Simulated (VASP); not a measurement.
Wanted: the native input for a VASP 6.6.1 run.

| Property | Result |
| --- | --- |
| Task | single point |
| Functional | PBE |
| Potentials or basis | VASP PAW PBE potentials, release 64 (Li_sv, H) |
| Cutoff | 520 eV |
| k mesh | 6 × 6 × 6 |
| Occupations | gaussian, width 0.1 eV |
| Spin | no spin polarisation |
| Dipole correction | no |
| Further INCAR settings | ALGO = Normal; EDIFF = 1e-07; NBANDS = 11 |

The structure of LiH3 lies in POSCAR:

```
LiH3
1.0
    0.0000000000      2.1810273203      2.1810273203
    2.1810273203      0.0000000000      2.1810273203
    2.1810273203      2.1810273203      0.0000000000
Li H
1 3
Direct
    0.0000000000      0.0000000000      0.0000000000
    0.2500000000      0.2500000000      0.2500000000
    0.7500000000      0.7500000000      0.7500000000
    0.5000000000      0.5000000000      0.5000000000
```

The cell was built from a structure type or drawn by symmetry, and may not be a known phase.

These files were run (other wordings do the same):

INCAR

```
SYSTEM = LiH3
ALGO = Normal ; EDIFF = 1E-7
ENCUT = 520 ; GGA = PE
ISIF = 2 ; ISMEAR = 0
LASPH = .True. ; LCHARG = .False.
LREAL = .False. ; LWAVE = .False.
NBANDS = 11 ; NELM = 60
PREC = Accurate ; SIGMA = 0.1
```

KPOINTS

```
k-points
0
Gamma
  6 6 6
  0 0 0
```

Potentials or basis: VASP PAW PBE potentials, release 64 (Li_sv, H).

The run is started by

```console
$ cat potpaw_PBE.64/Li_sv/POTCAR potpaw_PBE.64/H/POTCAR > POTCAR
$ mpirun -np 1 vasp_std > vasp.out
```

It gave:

- Band gap on the k mesh: zero (bands 3 and 4 overlap by 5.66 eV)

Caveat: the k points lie up to 0.42 Å⁻¹ apart, too coarse for converged energies and pressures of a metal.

Wall time 5 s on 1 thread of Intel(R) Xeon(R) Platinum 8259CL CPU @ 2.50GHz (Skylake/Cascade Lake), on a shared host, peak memory 0.13 GiB.
